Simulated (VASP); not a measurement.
# ZrB2 (P6/mmm) in VASP: a series of runs

The runs below take ZrB2 through electric field gradients, with LDA.

Everything below comes from runs of VASP 6.6.1. Logs are shortened: lines on timing, memory, paths and dates and some standing lists are left out, and cuts for length are marked.

### 1 The cell of the first run

It takes space group P6/mmm (No. 191, hexagonal). The conventional cell has a = 3.100 Å, b = 3.100 Å, c = 3.448 Å, α = 90.00°, β = 90.00°, γ = 120.00°. Zr (site symmetry 6/mmm) has 12 B at 2.49 Å and 6 Zr at 3.10 Å within 3.3 Å. Within 2.4 Å of B (site symmetry -6m2) lie 3 B at 1.79 Å.

### 2 Electric field gradients, LDA (volume scaled by 0.94)

Contents of INCAR:

```
SYSTEM = ZrB2
ALGO = Normal
EDIFF = 1E-8
ENCUT = 520
GGA = CA
ISIF = 2
ISMEAR = -1
LASPH = .TRUE.
LCHARG = .FALSE.
LEFG = .TRUE.
LREAL = .FALSE.
LWAVE = .FALSE.
NBANDS = 16
NELM = 80
PREC = Accurate
SIGMA = 0.03
```

Contents of KPOINTS:

```
k-points
0
G
  13 13 10
  0 0 0
```

Contents of POSCAR:

```
ZrB2
1.0
    3.1003898632      0.0000000000      0.0000000000
   -1.5501949316      2.6850163832      0.0000000000
    0.0000000000      0.0000000000      3.4481431027
Zr B
1 2
Direct
    0.0000000000      0.0000000000      0.0000000000
    0.3333333333      0.6666666667      0.5000000000
    0.6666666667      0.3333333333      0.5000000000
```

Potentials or basis: VASP PAW LDA potentials, release 64 (Zr_sv, B).

Launch:

```
cat potpaw_LDA.64/Zr_sv/POTCAR potpaw_LDA.64/B/POTCAR > POTCAR
mpirun -np 1 vasp_std > vasp.out
```

OUTCAR:

```text
SYSTEM = ZrB2
   EDIFF = 1E-8
   ENCUT = 520
   GGA = CA
   ISIF = 2
   ISMEAR = -1
   LASPH = .TRUE.
   LREAL = .FALSE.
   NELM = 80
   PREC = Accurate

 ion  position               nearest neighbor table
   1  0.000  0.000  0.000-   2 2.49   3 2.49   2 2.49   3 2.49   3 2.49   3 2.49   2 2.49   2 2.49
                             3 2.49   3 2.49   2 2.49   2 2.49
   2  0.333  0.667  0.500-   3 1.79   3 1.79   3 1.79   1 2.49   1 2.49   1 2.49   1 2.49   1 2.49
                             1 2.49
   3  0.667  0.333  0.500-   2 1.79   2 1.79   2 1.79   1 2.49   1 2.49   1 2.49   1 2.49   1 2.49
                             1 2.49

  LATTYP: Found a hexagonal cell.
 ALAT       =     3.1003898632
 C/A-ratio  =     1.1121643583

  Lattice vectors:

 A1 = (   3.1003898632,   0.0000000000,   0.0000000000)
 A2 = (  -1.5501949316,   2.6850163832,   0.0000000000)
 A3 = (   0.0000000000,   0.0000000000,   3.4481431027)

Analysis of symmetry for initial positions (statically):
=====================================================================
 Subroutine PRICEL returns:
 Original cell was already a primitive cell.

 Routine SETGRP: Setting up the symmetry group for a
 hexagonal supercell.

 Subroutine GETGRP returns: Found 24 space group operations
 (whereof 24 operations were pure point group operations)
 out of a pool of 24 trial point group operations.

The static configuration has the point symmetry D_6h.

Analysis of symmetry for dynamics (positions and initial velocities):
=====================================================================
 Subroutine PRICEL returns:
 Original cell was already a primitive cell.

 Routine SETGRP: Setting up the symmetry group for a
 hexagonal supercell.

 Subroutine GETGRP returns: Found 24 space group operations
 (whereof 24 operations were pure point group operations)
 out of a pool of 24 trial point group operations.

The dynamic configuration has the point symmetry D_6h.

 Subroutine INISYM returns: Found 24 space group operations
 (whereof 24 operations are pure point group operations),
 and found     1 'primitive' translations

----------------------------------------------------------------------------------------

                                     Primitive cell

  volume of cell :      28.7044

  direct lattice vectors                    reciprocal lattice vectors
     3.100389863  0.000000000  0.000000000     0.322540082  0.186218603  0.000000000
    -1.550194932  2.685016383  0.000000000     0.000000000  0.372437206  0.000000000
     0.000000000  0.000000000  3.448143103     0.000000000  0.000000000  0.290011165

  length of vectors
     3.100389863  3.100389863  3.448143103     0.372437206  0.372437206  0.290011165

  position of ions in fractional coordinates (direct lattice)
     0.000000000  0.000000000  0.000000000
     0.333333333  0.666666667  0.500000000
     0.666666667  0.333333333  0.500000000

  ion indices of the primitive-cell ions
   primitive index   ion index
                 1           1
                 2           2
                 3           3

----------------------------------------------------------------------------------------

 KPOINTS: k-points

Automatic generation of k-mesh.
 Grid dimensions read from file:
 generate k-points for:   13   13   10

 Generating k-lattice:

  Cartesian coordinates                     Fractional coordinates (reciprocal lattice)
[... 20 lines left out ...]
  0.230769 -0.000000  0.000000      6.000000
  0.307692 -0.000000  0.000000      6.000000
  0.384615 -0.000000  0.000000      6.000000
[... 16 lines left out ...]
  0.076923 -0.000000  0.100000     12.000000
  0.153846 -0.000000  0.100000     12.000000
 [... further k-points ...]
   k-points           NKPTS =    126   k-points in BZ     NKDIM =    126   number of bands    NBANDS=     16
   number of dos      NEDOS =    301   number of ions     NIONS =      3
   total plane-waves  NPLWV =  16128
   dimension x,y,z NGX =    24 NGY =   24 NGZ =   28
   dimension x,y,z NGXF=    48 NGYF=   48 NGZF=   56
   ions per type =               1   2
   NGX,Y,Z   is equivalent  to a cutoff of  12.87, 12.87, 13.50 a.u.
   NGXF,Y,Z  is equivalent  to a cutoff of  25.74, 25.74, 27.00 a.u.
 SYSTEM =  ZrB2
   PREC   = accura    normal or accurate (medium, high low for compatibility)
   ISTART =      0    job   : 0-new  1-cont  2-samecut
   ICHARG =      2    charge: 1-file 2-atom 10-const
   ISPIN  =      1    spin polarized calculation?
   LNONCOLLINEAR =      F non collinear calculations
   LSORBIT =      F    spin-orbit coupling
   LASPH  =      T    aspherical Exc in radial PAW
   ENCUT  =  520.0 eV  38.22 Ry    6.18 a.u.   5.76  5.76  6.41*2*pi/ulx,y,z
   NELM   =     80;   NELMIN=  2; NELMDL= -5     # of ELM steps
   EDIFF  = 0.1E-07   stopping-criterion for ELM
   LREAL  =      F    real-space projection
   EDIFFG = 0.1E-06   stopping-criterion for IOM
   NSW    =      0    number of steps for IOM
   IBRION =     -1    ionic relax: 0-MD 1-quasi-New 2-CG
   NFREE  =      0    steps in history (QN), initial steepest desc. (CG)
   ISIF   =      2    stress and relaxation
   ISYM   =      2    0-nonsym 1-usesym 2-fastsym
   POTIM  = 0.5000    time-step for ionic-motion
   TEBEG  =    0.0;   TEEND  =   0.0 temperature during run
   PSTRESS=    0.0 pullay stress
   NELECT =      18.0000    total number of electrons
   NUPDOWN=      -1.0000    fix difference up-down
   EMIN   =  10.00;   EMAX   =-10.00  energy-range for DOS
   EFERMI =   0.00;   METHOD = LEGACY
   ISMEAR =    -1;   SIGMA  =   0.03  broadening in eV -4-tet -1-fermi 0-gaus
   EFERMI_NEDOS =   21; number of points for ismear=-14 and -15
   IALGO  =     38    algorithm
   IMIX   =      4    mixing-type and parameters
     AMIX     =   0.40;   BMIX     =  1.00
     AMIX_MAG =   1.60;   BMIX_MAG =  1.00
  volume/ion in A,a.u.               =       9.57        64.57
  Fermi-wavevector in a.u.,A,eV,Ry     =   1.401252  2.647982 26.715126  1.963506
  Thomas-Fermi vector in A             =   2.524131
   LORBIT       =      0    0 simple, 1 ext, 2 COOP (PROOUT), +10 PAW based schemes
   GGA     = CA    functional components
   LHFCALC =     F    Hartree Fock is set to
   AEXX    =    0.0000 exact exchange contribution
   IVDW    =     0    specifies the selected vdW correction
   LEPSILON=     F    determine dielectric tensor
   LRPA    =     F    only Hartree local field effects (RPA)
 non-spin polarized calculation
  energy-cutoff  :      520.00
  volume of cell :       28.70
 maximum number of plane-waves:       786
 NGX is ok and might be reduce to    24
   NGX = 11   NGY = 11   NGZ = 13

 number of electron      18.0000000 magnetization

 Free energy of the ion-electron system (eV)
  ---------------------------------------------------
  ext. energy  EPLUGINS =         0.00000000
  ---------------------------------------------------
  free energy    TOTEN  =       -27.45242929 eV

  energy without entropy =      -27.45127673  energy(sigma->0) =      -27.45185301

 E-fermi :  11.3613     XC(G=0): -12.9086

 val. band max:       11.3570139623   @ k =   0.3077   0.1538   0.0000
 cond. band min:      11.3652734457   @ k =   0.0769   0.0769   0.3000
 fundamental gap:      0.0082594834
 Fermi energy:        11.3612520262

 k-point     1 :       0.0000    0.0000    0.0000
  band No.  band energies     occupation
      1     -36.8799      2.00000
      2     -15.2635      2.00000
      3     -14.5892      2.00000
      4     -14.5892      2.00000
      5      -1.6148      2.00000
      6       8.4704      2.00000
[... 433 lines left out ...]
      3     -14.8600      2.00000
      4     -14.6452      2.00000
      5      -0.9719      2.00000
      6       7.2973      2.00000
[... 8 lines left out ...]
     15      18.4661      0.00000
     16      19.1216      0.00000

 [... further k-points ...]

------------------------ aborting loop because EDIFF is reached ----------------------------------------

  FORCE on cell =-STRESS in cart. coord.  units (eV):
  Direction    XX          YY          ZZ          XY          YZ          ZX
  --------------------------------------------------------------------------------------
  -------------------------------------------------------------------------------------
  Total        1.7073058      1.7073058      1.7507005      0.0000000      0.0000000     -0.0000000
  in kB       95.2957121     95.2957121     97.7178530      0.0000000      0.0000000     -0.0000000
  external PRESSURE =      96.1030924 kB  Pullay stress =       0.0000000 kB

 VOLUME and BASIS-vectors are now :
 -----------------------------------------------------------------------------
  energy-cutoff  :      520.00
  volume of cell :       28.70
      direct lattice vectors                 reciprocal lattice vectors
     3.100389863  0.000000000  0.000000000     0.322540082  0.186218603  0.000000000
    -1.550194932  2.685016383  0.000000000     0.000000000  0.372437206  0.000000000
     0.000000000  0.000000000  3.448143103     0.000000000  0.000000000  0.290011165

 POSITION                                       TOTAL-FORCE (eV/Angst)
 -----------------------------------------------------------------------------------
      0.00000      0.00000      0.00000        -0.000000      0.000000      0.000000
     -0.00000      1.79001      1.72407         0.000000      0.000000      0.000000
      1.55019      0.89501      1.72407        -0.000000      0.000000      0.000000
 -----------------------------------------------------------------------------------
    total drift:                               -0.000000      0.000000      0.000000

  FREE ENERGIE OF THE ION-ELECTRON SYSTEM (eV)
  ---------------------------------------------------
  free  energy   TOTEN  =       -27.4524292851 eV

  energy  without entropy=      -27.4512767266  energy(sigma->0) =      -27.45185301

 Electric field gradients (V/A^2)
---------------------------------------------------------------------
 ion       V_xx      V_yy      V_zz      V_xy      V_xz      V_yz
---------------------------------------------------------------------
   1     -22.662   -22.662    45.324    -0.000     0.000    -0.000
   2      -0.857    -0.857     1.713    -0.000     0.000    -0.000
   3      -0.857    -0.857     1.713    -0.000     0.000     0.000
---------------------------------------------------------------------

 Electric field gradients after diagonalization (V/A^2)
 (convention: |V_zz| > |V_xx| > |V_yy|)
----------------------------------------------------------------------
 ion       V_xx      V_yy      V_zz     asymmetry (V_yy - V_xx)/ V_zz
----------------------------------------------------------------------
   1     -22.662   -22.662    45.324       0.000
   2      -0.857    -0.857     1.713       0.000
   3      -0.857    -0.857     1.713       0.000
----------------------------------------------------------------------

           NMR quadrupolar parameters

 Cq : quadrupolar parameter    Cq=e*Q*V_zz/h
 eta: asymmetry parameters     (V_yy - V_xx)/ V_zz
 Q  : nuclear electric quadrupole moment in mb (millibarn)
----------------------------------------------------------------------
 ion       Cq(MHz)       eta       Q (mb)
----------------------------------------------------------------------
   1       0.110       0.000       1.000
   2       0.004       0.000       1.000
   3       0.004       0.000       1.000
----------------------------------------------------------------------
```

Run time: 72 s. Hardware: 1 thread of Intel Xeon 8259CL, shared host; peak memory 0.17 GiB.

What came out:

```yaml
Free_energy: -27.4524 eV
Pressure: 9.6 GPa
Band_gap_on_the_k_mesh: zero (band 9 reaches 11.88 eV, above the bottom of band 10 at 10.94 eV)
```

Stress tensor (GPa, compression positive):
```
9.53 0.00 0.00
0.00 9.53 0.00
0.00 0.00 9.77
```

Electric field gradients, principal values (V/Å²):
```tsv
atom	least	middle	greatest (by size)
1 Zr	-22.662	-22.662	45.324
2 B	-0.857	-0.857	1.713
3 B	-0.857	-0.857	1.713
```

Caveat: without QUAD_EFG the Cq values of the log hold for a quadrupole moment of 1 mb, not for the nuclei.

### 3 Electric field gradients, LDA (volume scaled by 0.94)

Contents of INCAR:

```
PREC     = Accurate       # precision mode
ENCUT    = 520            # plane-wave cutoff, eV
EDIFF    = 1E-8           # SCF threshold, eV
ISMEAR   = -1             # smearing method
SIGMA    = 0.03           # smearing width, eV
LREAL    = F              # projectors in reciprocal space
LASPH    = T              # aspherical terms in the spheres
NELM     = 100            # most SCF steps
ALGO     = Normal         # electronic algorithm
ISIF     = 2              # what is computed and relaxed
LWAVE    = F              # write WAVECAR
LCHARG   = F              # write CHGCAR
GGA      = CA             # functional
LEFG     = T            
NBANDS   = 16             # bands
```

Contents of KPOINTS:

```
Automatic mesh
0
Gamma
  13 13 10
```

POSCAR is that of step 2.

Potentials or basis: VASP PAW LDA potentials, release 64 (Zr_sv, B).

Launch:

```
cat potpaw_LDA.64/Zr_sv/POTCAR potpaw_LDA.64/B/POTCAR > POTCAR
mpirun -np 1 vasp_std > vasp.out
```

OUTCAR:

```text
PREC = Accurate
   ENCUT = 520
   EDIFF = 1E-8
   ISMEAR = -1
   LREAL = F
   LASPH = T
   NELM = 100
   ISIF = 2
   GGA = CA

 ion  position               nearest neighbor table
   1  0.000  0.000  0.000-   2 2.49   3 2.49   2 2.49   3 2.49   3 2.49   3 2.49   2 2.49   2 2.49
                             3 2.49   3 2.49   2 2.49   2 2.49
   2  0.333  0.667  0.500-   3 1.79   3 1.79   3 1.79   1 2.49   1 2.49   1 2.49   1 2.49   1 2.49
                             1 2.49
   3  0.667  0.333  0.500-   2 1.79   2 1.79   2 1.79   1 2.49   1 2.49   1 2.49   1 2.49   1 2.49
                             1 2.49

  LATTYP: Found a hexagonal cell.
[... 684 lines left out ...]
---------------------------------------------------------------------
 ion       V_xx      V_yy      V_zz      V_xy      V_xz      V_yz
---------------------------------------------------------------------
   1     -22.662   -22.662    45.324    -0.000     0.000    -0.000
   2      -0.857    -0.857     1.713    -0.000     0.000    -0.000
   3      -0.857    -0.857     1.713    -0.000     0.000     0.000
---------------------------------------------------------------------

 Electric field gradients after diagonalization (V/A^2)
 (convention: |V_zz| > |V_xx| > |V_yy|)
----------------------------------------------------------------------
 ion       V_xx      V_yy      V_zz     asymmetry (V_yy - V_xx)/ V_zz
----------------------------------------------------------------------
   1     -22.662   -22.662    45.324       0.000
   2      -0.857    -0.857     1.713       0.000
   3      -0.857    -0.857     1.713       0.000
----------------------------------------------------------------------

           NMR quadrupolar parameters

 Cq : quadrupolar parameter    Cq=e*Q*V_zz/h
 eta: asymmetry parameters     (V_yy - V_xx)/ V_zz
 Q  : nuclear electric quadrupole moment in mb (millibarn)
----------------------------------------------------------------------
 ion       Cq(MHz)       eta       Q (mb)
----------------------------------------------------------------------
   1       0.110       0.000       1.000
   2       0.004       0.000       1.000
   3       0.004       0.000       1.000
----------------------------------------------------------------------
```

OSZICAR:

```text
N       E                     dE             d eps       ncg     rms          rms(c)
DAV:   1     0.104017322325E+03    0.10402E+03   -0.97670E+03  4056   0.113E+03
DAV:   2    -0.261188778899E+02   -0.13014E+03   -0.12460E+03  5272   0.296E+02
DAV:   3    -0.302885251323E+02   -0.41696E+01   -0.41531E+01  6024   0.460E+01
DAV:   4    -0.303515523875E+02   -0.63027E-01   -0.63011E-01  4904   0.519E+00
DAV:   5    -0.303533285559E+02   -0.17762E-02   -0.17761E-02  6112   0.534E-01    0.250E+01
DAV:   6    -0.275151123903E+02    0.28382E+01   -0.60776E+00  5272   0.171E+01    0.102E+01
DAV:   7    -0.274557676847E+02    0.59345E-01   -0.67216E-01  5496   0.518E+00    0.380E+00
DAV:   8    -0.274584416575E+02   -0.26740E-02   -0.12920E-01  4872   0.295E+00    0.404E-01
DAV:   9    -0.274527726786E+02    0.56690E-02   -0.24719E-02  4912   0.125E+00    0.192E-01
DAV:  10    -0.274524302071E+02    0.34247E-03   -0.18511E-03  4736   0.400E-01    0.511E-02
DAV:  11    -0.274524307782E+02   -0.57108E-06   -0.58916E-05  5248   0.739E-02    0.139E-02
DAV:  12    -0.274524296574E+02    0.11208E-05   -0.54026E-06  5104   0.209E-02    0.702E-03
DAV:  13    -0.274524292821E+02    0.37533E-06   -0.77201E-07  5680   0.821E-03    0.884E-04
DAV:  14    -0.274524292851E+02   -0.30343E-08   -0.34599E-08  4792   0.143E-03
   1 F= -.27452429E+02 E0= -.27451853E+02  d E =-.115256E-02
```

Wall time 70 s (1 thread of Intel Xeon 8259CL, shared host); peak memory 0.17 GiB.

What came out:

```
Free energy            : -27.4524 eV
Pressure               : 9.6 GPa
Band gap on the k mesh : zero (band 9 reaches 11.88 eV, above the bottom of band 10 at 10.94 eV)
```

Stress tensor (GPa, compression positive):
```
9.53 0.00 0.00
0.00 9.53 0.00
0.00 0.00 9.77
```

Electric field gradients, principal values (V/Å²):
| atom | least | middle | greatest (by size) |
| --- | --- | --- | --- |
| 1 Zr | -22.662 | -22.662 | 45.324 |
| 2 B | -0.857 | -0.857 | 1.713 |
| 3 B | -0.857 | -0.857 | 1.713 |

Caveat: without QUAD_EFG the Cq values of the log hold for a quadrupole moment of 1 mb, not for the nuclei.
